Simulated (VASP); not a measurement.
# SrO (Fm-3m) in VASP: further runs

SrO is run at these levels: LDA; tasks: electric field gradients.

Program: VASP 6.6.1. These are calculated values, not measurements. Logs are shortened: lines on timing, memory, paths and dates and some standing lists are left out, and cuts for length are marked.

## Step 1: The cell of the first run

The structure is cubic, space group Fm-3m (No. 225). Conventional cell: a = 5.122 Å, b = 5.122 Å, c = 5.122 Å, α = 90.00°, β = 90.00°, γ = 90.00°. Within 3.4 Å of Sr (site symmetry m-3m) lie 6 O at 2.56 Å. Within 3.4 Å of O (site symmetry m-3m) lie 6 Sr at 2.56 Å.

## Step 2: Electric field gradients, LDA (volume scaled by 0.99)

The input, INCAR:

```
ALGO = Normal
EDIFF = 1E-8
ENCUT = 520
ISIF = 2
ISMEAR = -1
LASPH = T
LCHARG = F
LEFG = T
LREAL = F
LWAVE = F
NBANDS = 15
NELM = 80
PREC = Accurate
SIGMA = 0.02
```

The input, KPOINTS:

```
k-points
0
Gamma
  8 8 8
```

The input, POSCAR:

```
SrO
1.0
    0.0000000000      2.5612052870      2.5612052870
    2.5612052870      0.0000000000      2.5612052870
    2.5612052870      2.5612052870      0.0000000000
Sr O
1 1
Direct
    0.0000000000      0.0000000000      0.0000000000
    0.5000000000      0.5000000000      0.5000000000
```

Potentials or basis: VASP PAW LDA potentials, release 64 (Sr_sv, O).

Launch:

```bash
cat potpaw_LDA.64/Sr_sv/POTCAR potpaw_LDA.64/O/POTCAR > POTCAR
mpirun -np 1 vasp_std > vasp.out
```

OUTCAR:

```text
EDIFF = 1E-8
   ENCUT = 520
   ISIF = 2
   ISMEAR = -1
   LASPH = T
   LREAL = F
   NELM = 80
   PREC = Accurate

 ion  position               nearest neighbor table
   1  0.000  0.000  0.000-   2 2.56   2 2.56   2 2.56   2 2.56   2 2.56   2 2.56
   2  0.500  0.500  0.500-   1 2.56   1 2.56   1 2.56   1 2.56   1 2.56   1 2.56

  LATTYP: Found a face centered cubic cell.
 ALAT       =     5.1224105740

  Lattice vectors:

 A1 = (   0.0000000000,   2.5612052870,   2.5612052870)
 A2 = (   2.5612052870,   0.0000000000,   2.5612052870)
 A3 = (   2.5612052870,   2.5612052870,   0.0000000000)

Analysis of symmetry for initial positions (statically):
=====================================================================
 Subroutine PRICEL returns:
 Original cell was already a primitive cell.

 Routine SETGRP: Setting up the symmetry group for a
 face centered cubic supercell.

 Subroutine GETGRP returns: Found 48 space group operations
 (whereof 48 operations were pure point group operations)
 out of a pool of 48 trial point group operations.

The static configuration has the point symmetry O_h .

Analysis of symmetry for dynamics (positions and initial velocities):
=====================================================================
 Subroutine PRICEL returns:
 Original cell was already a primitive cell.

 Routine SETGRP: Setting up the symmetry group for a
 face centered cubic supercell.

 Subroutine GETGRP returns: Found 48 space group operations
 (whereof 48 operations were pure point group operations)
 out of a pool of 48 trial point group operations.

The dynamic configuration has the point symmetry O_h .

 Subroutine INISYM returns: Found 48 space group operations
 (whereof 48 operations are pure point group operations),
 and found     1 'primitive' translations

----------------------------------------------------------------------------------------

                                     Primitive cell

  volume of cell :      33.6018

  direct lattice vectors                    reciprocal lattice vectors
     0.000000000  2.561205287  2.561205287    -0.195220587  0.195220587  0.195220587
     2.561205287  0.000000000  2.561205287     0.195220587 -0.195220587  0.195220587
     2.561205287  2.561205287  0.000000000     0.195220587  0.195220587 -0.195220587
[... 127 lines left out ...]
  free energy    TOTEN  =       -13.38103556 eV

  energy without entropy =      -13.38103556  energy(sigma->0) =      -13.38103556

 E-fermi :   1.8583     XC(G=0): -10.5813

 val. band max:        1.3990632725   @ k =   0.0000   0.0000   0.0000
 cond. band min:       4.4898014668   @ k =   0.5000   0.5000   0.0000
 fundamental gap:      3.0907381943
 Fermi energy:         1.8583236149

 k-point     1 :       0.0000    0.0000    0.0000
  band No.  band energies     occupation
      1     -30.6469      2.00000
      2     -13.3755      2.00000
      3     -12.3607      2.00000
      4     -12.3607      2.00000
      5     -12.3607      2.00000
      6       1.3991      2.00000
      7       1.3991      2.00000
      8       1.3991      2.00000
      9       5.2810      0.00000
     10       7.5274      0.00000
     11       7.5274      0.00000
     12       7.5274      0.00000
     13       9.7779      0.00000
     14       9.7779      0.00000
[... 401 lines left out ...]
      2     -14.6912      2.00000
      3     -12.7842      2.00000
      4     -12.6085      2.00000
      5     -11.4418      2.00000
      6      -0.2380      2.00000
      7       0.5095      2.00000
      8       0.5957      2.00000
      9       7.6924      0.00000
     10       8.0490      0.00000
     11      10.7635      0.00000
     12      10.9313      0.00000
     13      13.1180      0.00000
     14      14.3826      0.00000
     15      14.6716      0.00000

 [... further k-points ...]
[... 5 lines left out ...]
  --------------------------------------------------------------------------------------
  -------------------------------------------------------------------------------------
  Total       -0.5405779     -0.5405779     -0.5405779     -0.0000000     -0.0000000      0.0000000
  in kB      -25.7754174    -25.7754174    -25.7754174     -0.0000000     -0.0000000      0.0000000
  external PRESSURE =     -25.7754174 kB  Pullay stress =       0.0000000 kB

 VOLUME and BASIS-vectors are now :
 -----------------------------------------------------------------------------
  energy-cutoff  :      520.00
  volume of cell :       33.60
      direct lattice vectors                 reciprocal lattice vectors
     0.000000000  2.561205287  2.561205287    -0.195220587  0.195220587  0.195220587
     2.561205287  0.000000000  2.561205287     0.195220587 -0.195220587  0.195220587
     2.561205287  2.561205287  0.000000000     0.195220587  0.195220587 -0.195220587

 POSITION                                       TOTAL-FORCE (eV/Angst)
 -----------------------------------------------------------------------------------
      0.00000      0.00000      0.00000         0.000000      0.000000     -0.000000
      2.56121      2.56121      2.56121         0.000000      0.000000      0.000000
 -----------------------------------------------------------------------------------
    total drift:                                0.000000      0.000000      0.000000

  FREE ENERGIE OF THE ION-ELECTRON SYSTEM (eV)
  ---------------------------------------------------
  free  energy   TOTEN  =       -13.3810355617 eV

  energy  without entropy=      -13.3810355617  energy(sigma->0) =      -13.38103556

 Electric field gradients (V/A^2)
---------------------------------------------------------------------
 ion       V_xx      V_yy      V_zz      V_xy      V_xz      V_yz
---------------------------------------------------------------------
   1       0.000    -0.000    -0.000     0.000     0.000     0.000
   2       0.000     0.000     0.000    -0.001    -0.001    -0.001
---------------------------------------------------------------------

 Electric field gradients after diagonalization (V/A^2)
 (convention: |V_zz| > |V_xx| > |V_yy|)
----------------------------------------------------------------------
 ion       V_xx      V_yy      V_zz     asymmetry (V_yy - V_xx)/ V_zz
----------------------------------------------------------------------
   1      -0.000    -0.000     0.000       0.000
   2       0.001     0.001    -0.002       0.000
----------------------------------------------------------------------

           NMR quadrupolar parameters

 Cq : quadrupolar parameter    Cq=e*Q*V_zz/h
 eta: asymmetry parameters     (V_yy - V_xx)/ V_zz
 Q  : nuclear electric quadrupole moment in mb (millibarn)
----------------------------------------------------------------------
 ion       Cq(MHz)       eta       Q (mb)
----------------------------------------------------------------------
   1       0.000       0.000       1.000
   2      -0.000       0.000       1.000
----------------------------------------------------------------------
```

OSZICAR:

```text
N       E                     dE             d eps       ncg     rms          rms(c)
DAV:   1     0.692559073182E+02    0.69256E+02   -0.84924E+03   870   0.104E+03
DAV:   2    -0.123664527957E+02   -0.81622E+02   -0.74146E+02  1193   0.225E+02
DAV:   3    -0.154987526685E+02   -0.31323E+01   -0.31089E+01  1162   0.402E+01
DAV:   4    -0.155648814959E+02   -0.66129E-01   -0.66124E-01  1067   0.548E+00
DAV:   5    -0.155664416972E+02   -0.15602E-02   -0.15602E-02  1102   0.699E-01    0.176E+01
DAV:   6    -0.136115917313E+02    0.19548E+01   -0.63530E+00   884   0.194E+01    0.213E+01
DAV:   7    -0.134299637933E+02    0.18163E+00   -0.34044E-01  1010   0.511E+00    0.117E+01
DAV:   8    -0.133801076181E+02    0.49856E-01   -0.13280E-01  1150   0.331E+00    0.131E+00
DAV:   9    -0.133811376442E+02   -0.10300E-02   -0.63142E-03  1310   0.464E-01    0.322E-01
DAV:  10    -0.133810224765E+02    0.11517E-03   -0.15795E-04  1003   0.132E-01    0.182E-01
DAV:  11    -0.133810336919E+02   -0.11215E-04   -0.80529E-05   989   0.898E-02    0.200E-02
DAV:  12    -0.133810355326E+02   -0.18407E-05   -0.61172E-06  1066   0.185E-02    0.333E-03
DAV:  13    -0.133810355598E+02   -0.27285E-07   -0.28271E-07  1038   0.464E-03    0.207E-03
DAV:  14    -0.133810355617E+02   -0.18529E-08   -0.31652E-08  1046   0.149E-03
   1 F= -.13381036E+02 E0= -.13381036E+02  d E =-.720082E-12
```

It took 10 s on 1 thread of Intel Xeon 6975P-C, shared host; peak memory 0.15 GiB.

What came out:

| Property | Result |
| --- | --- |
| Free energy | -13.3810 eV |
| Pressure | -2.6 GPa |
| Band gap on the k mesh | 3.09 eV, indirect (least direct gap 3.17 eV) |

Levels at points of the mesh, in eV from the valence-band top:
| k point | band 6 | band 7 | band 8 | band 9 | band 10 | band 11 |
| --- | --- | --- | --- | --- | --- | --- |
| (0.00, 0.00, 0.00) | 0.00 | 0.00 | 0.00 | 3.88 | 6.13 | 6.13 |
| (0.50, 0.00, 0.00) | -2.27 | -1.18 | -1.18 | 6.50 | 8.36 | 8.87 |
| (0.50, 0.50, 0.00) | -0.41 | -0.08 | -0.08 | 3.09 | 7.84 | 10.26 |

Caveat: without QUAD_EFG the Cq values of the log hold for a quadrupole moment of 1 mb, not for the nuclei. A k mesh can miss the band edges.

## Step 3: Electric field gradients, LDA (volume scaled by 0.99)

The input, INCAR:

```
SYSTEM = SrO
ALGO = Normal
EDIFF = 1E-8
ENCUT = 520
GGA = CA
ISIF = 2
ISMEAR = -1
LASPH = .TRUE.
LCHARG = .FALSE.
LEFG = .TRUE.
LREAL = .FALSE.
LWAVE = .FALSE.
NBANDS = 15
NELM = 60
PREC = Accurate
SIGMA = 0.02
```

The input, KPOINTS:

```
k-points
0
G
  8 8 8
  0 0 0
```

POSCAR is that of step 2.

Potentials or basis: VASP PAW LDA potentials, release 64 (Sr_sv, O).

Launch:

```bash
cat potpaw_LDA.64/Sr_sv/POTCAR potpaw_LDA.64/O/POTCAR > POTCAR
mpirun -np 1 vasp_std > vasp.out
```

OUTCAR:

```text
SYSTEM = SrO
   EDIFF = 1E-8
   ENCUT = 520
   GGA = CA
   ISIF = 2
   ISMEAR = -1
   LASPH = .TRUE.
   LREAL = .FALSE.
   NELM = 60
   PREC = Accurate

 ion  position               nearest neighbor table
   1  0.000  0.000  0.000-   2 2.56   2 2.56   2 2.56   2 2.56   2 2.56   2 2.56
   2  0.500  0.500  0.500-   1 2.56   1 2.56   1 2.56   1 2.56   1 2.56   1 2.56

  LATTYP: Found a face centered cubic cell.
 ALAT       =     5.1224105740

  Lattice vectors:

 A1 = (   0.0000000000,   2.5612052870,   2.5612052870)
 A2 = (   2.5612052870,   0.0000000000,   2.5612052870)
 A3 = (   2.5612052870,   2.5612052870,   0.0000000000)

Analysis of symmetry for initial positions (statically):
=====================================================================
 Subroutine PRICEL returns:
 Original cell was already a primitive cell.

 Routine SETGRP: Setting up the symmetry group for a
 face centered cubic supercell.

[... 620 lines left out ...]
      direct lattice vectors                 reciprocal lattice vectors
     0.000000000  2.561205287  2.561205287    -0.195220587  0.195220587  0.195220587
     2.561205287  0.000000000  2.561205287     0.195220587 -0.195220587  0.195220587
     2.561205287  2.561205287  0.000000000     0.195220587  0.195220587 -0.195220587

 POSITION                                       TOTAL-FORCE (eV/Angst)
 -----------------------------------------------------------------------------------
      0.00000      0.00000      0.00000         0.000000      0.000000     -0.000000
      2.56121      2.56121      2.56121         0.000000      0.000000      0.000000
 -----------------------------------------------------------------------------------
    total drift:                                0.000000      0.000000      0.000000

  FREE ENERGIE OF THE ION-ELECTRON SYSTEM (eV)
  ---------------------------------------------------
  free  energy   TOTEN  =       -13.3810355617 eV

  energy  without entropy=      -13.3810355617  energy(sigma->0) =      -13.38103556

 Electric field gradients (V/A^2)
---------------------------------------------------------------------
 ion       V_xx      V_yy      V_zz      V_xy      V_xz      V_yz
---------------------------------------------------------------------
   1       0.000    -0.000    -0.000     0.000     0.000     0.000
   2       0.000     0.000     0.000    -0.001    -0.001    -0.001
---------------------------------------------------------------------

 Electric field gradients after diagonalization (V/A^2)
 (convention: |V_zz| > |V_xx| > |V_yy|)
----------------------------------------------------------------------
 ion       V_xx      V_yy      V_zz     asymmetry (V_yy - V_xx)/ V_zz
----------------------------------------------------------------------
   1      -0.000    -0.000     0.000       0.000
   2       0.001     0.001    -0.002       0.000
----------------------------------------------------------------------

           NMR quadrupolar parameters

 Cq : quadrupolar parameter    Cq=e*Q*V_zz/h
 eta: asymmetry parameters     (V_yy - V_xx)/ V_zz
 Q  : nuclear electric quadrupole moment in mb (millibarn)
----------------------------------------------------------------------
 ion       Cq(MHz)       eta       Q (mb)
----------------------------------------------------------------------
   1       0.000       0.000       1.000
   2      -0.000       0.000       1.000
----------------------------------------------------------------------
```

Wall time 11 s (1 thread of Intel Xeon 6975P-C, shared host); peak memory 0.15 GiB.

What came out:

```
Free energy            : -13.3810 eV
Pressure               : -2.6 GPa
Band gap on the k mesh : 3.09 eV, indirect (least direct gap 3.17 eV)
```

Caveat: without QUAD_EFG the Cq values of the log hold for a quadrupole moment of 1 mb, not for the nuclei. A k mesh can miss the band edges.

## Step 4: Electric field gradients, LDA (volume scaled by 1.02)

The input, INCAR:

```
PREC = Accurate ; ENCUT = 520
EDIFF = 1E-8 ; ISMEAR = -1
SIGMA = 0.02 ; LREAL = False
LASPH = True ; NELM = 60
ALGO = Normal ; ISIF = 2
LWAVE = False ; LCHARG = False
LEFG = True ; NBANDS = 15
```

The input, KPOINTS:

```
regular mesh
0
Gamma
  8 8 8
```

The input, POSCAR:

```
SrO
1.0
    0.0000000000      2.5868190390      2.5868190390
    2.5868190390      0.0000000000      2.5868190390
    2.5868190390      2.5868190390      0.0000000000
Sr O
1 1
Direct
    0.0000000000      0.0000000000      0.0000000000
    0.5000000000      0.5000000000      0.5000000000
```

Potentials or basis: VASP PAW LDA potentials, release 64 (Sr_sv, O).

Launch:

```bash
cat potpaw_LDA.64/Sr_sv/POTCAR potpaw_LDA.64/O/POTCAR > POTCAR
mpirun -np 1 vasp_std > vasp.out
```

OUTCAR:

```text
PREC = Accurate
   ENCUT = 520
   EDIFF = 1E-8
   ISMEAR = -1
   LREAL = False
   LASPH = True
   NELM = 60
   ISIF = 2

 ion  position               nearest neighbor table
   1  0.000  0.000  0.000-   2 2.59   2 2.59   2 2.59   2 2.59   2 2.59   2 2.59
   2  0.500  0.500  0.500-   1 2.59   1 2.59   1 2.59   1 2.59   1 2.59   1 2.59

  LATTYP: Found a face centered cubic cell.
 ALAT       =     5.1736380780

  Lattice vectors:

 A1 = (   0.0000000000,   2.5868190390,   2.5868190390)
 A2 = (   2.5868190390,   0.0000000000,   2.5868190390)
 A3 = (   2.5868190390,   2.5868190390,   0.0000000000)

Analysis of symmetry for initial positions (statically):
[... 642 lines left out ...]

  energy  without entropy=      -13.3568772131  energy(sigma->0) =      -13.35687721

 Electric field gradients (V/A^2)
---------------------------------------------------------------------
 ion       V_xx      V_yy      V_zz      V_xy      V_xz      V_yz
---------------------------------------------------------------------
   1       0.000    -0.000    -0.000     0.000     0.000     0.000
   2      -0.000    -0.000    -0.000    -0.000    -0.000    -0.000
---------------------------------------------------------------------

 Electric field gradients after diagonalization (V/A^2)
 (convention: |V_zz| > |V_xx| > |V_yy|)
----------------------------------------------------------------------
 ion       V_xx      V_yy      V_zz     asymmetry (V_yy - V_xx)/ V_zz
----------------------------------------------------------------------
   1      -0.000    -0.000     0.000       0.000
   2       0.000     0.000    -0.000       0.000
----------------------------------------------------------------------

           NMR quadrupolar parameters

 Cq : quadrupolar parameter    Cq=e*Q*V_zz/h
 eta: asymmetry parameters     (V_yy - V_xx)/ V_zz
 Q  : nuclear electric quadrupole moment in mb (millibarn)
----------------------------------------------------------------------
 ion       Cq(MHz)       eta       Q (mb)
----------------------------------------------------------------------
   1       0.000       0.000       1.000
   2      -0.000       0.000       1.000
----------------------------------------------------------------------
```

It took 12 s on 1 thread of Intel Xeon 6975P-C, shared host; peak memory 0.15 GiB.

Results:

* Free energy: -13.3569 eV
* Pressure: -5.1 GPa
* Band gap on the k mesh: 3.11 eV, indirect (least direct gap 3.21 eV)

Caveat: without QUAD_EFG the Cq values of the log hold for a quadrupole moment of 1 mb, not for the nuclei. A k mesh can miss the band edges.

(Continued in part 2 of 2.)
